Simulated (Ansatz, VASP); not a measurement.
Two plane-wave programs on Hf2C

```
Hf C
1.0
     4.62124    0.00000    0.00000
    -2.31062    4.00211    0.00000
     0.00000    0.00000    2.77626
Hf C
2 1
Cartesian
  0.0000 2.6681 1.3881
  2.3106 1.3340 1.3881
  0.0000 0.0000 0.0000
```

Alike in both runs: functional PBE; k mesh 6 × 6 × 4; occupations gaussian, width 0.1 eV; no spin polarisation.

Ansatz relaxed the structure, and its values are those at the end. VASP's run is a single point on that final structure, the one shown.

```csv
,VASP,Ansatz
version,VASP 6.6.1,Ansatz 0.2.0
potentials or method,"VASP PAW PBE potentials, release 64 (Hf_pv, C), cutoff 520 eV","scalar-relativistic, plane waves, PAW"
valence electrons in the cell,24,56
```

```tsv
	VASP	Ansatz	Ansatz less VASP
gap on the k mesh at the Fermi level (eV)	none	none	-
pressure (GPa)	-0.7	0.0	+0.66
```

A gap of «none» marks a metal or a gap that the smearing closes. VASP's potentials hold 24 valence electrons a cell and Ansatz's 56, so a difference there can come from the potentials and not from the codes.

The k mesh is coarse, so the values compare programs but aren't converged. Spin-orbit coupling is off throughout.
